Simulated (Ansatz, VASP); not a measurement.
## GaP in VASP and in Ansatz

```
CELL_PARAMETERS angstrom
3.48885 0.00000 0.00000
-1.74443 3.02144 0.00000
0.00000 0.00000 7.40328
ATOMIC_POSITIONS crystal
Ga 0.33333 0.66667 0.50000
Ga 0.66667 0.33333 0.50000
P 0.00000 0.00000 0.30769
P 0.00000 0.00000 0.69231
```

Alike in both runs: task relaxation of cell and atoms; functional PBE; k mesh 6 × 6 × 4; occupations gaussian, width 0.1 eV; no spin polarisation.

```csv
,VASP,Ansatz
version,VASP 6.6.1,Ansatz 0.2.0
potentials or method,"VASP PAW PBE potentials, release 64 (Ga_d, P), cutoff 600 eV","scalar-relativistic, plane waves, PAW"
valence electrons in the cell,36,36
```

|  | VASP | Ansatz | Ansatz less VASP |
| --- | --- | --- | --- |
| gap on the k mesh at the Fermi level, each at its own relaxed structure (eV) | none | none | - |
| relaxed volume (Å³/atom) | 26.98 | 24.78 | -2.205 |
| relaxed length of the cell vector where the two differ most in proportion (Å) | 6.284 | 5.766 | -0.5185 |

A gap of «none» marks a metal or a gap that the smearing closes. One of these differences is far larger than is usual between the two programs; its cause wasn't traced.

Noted on VASP's run: the volume moved by over 15 % at a fixed basis, so the end points are rough.
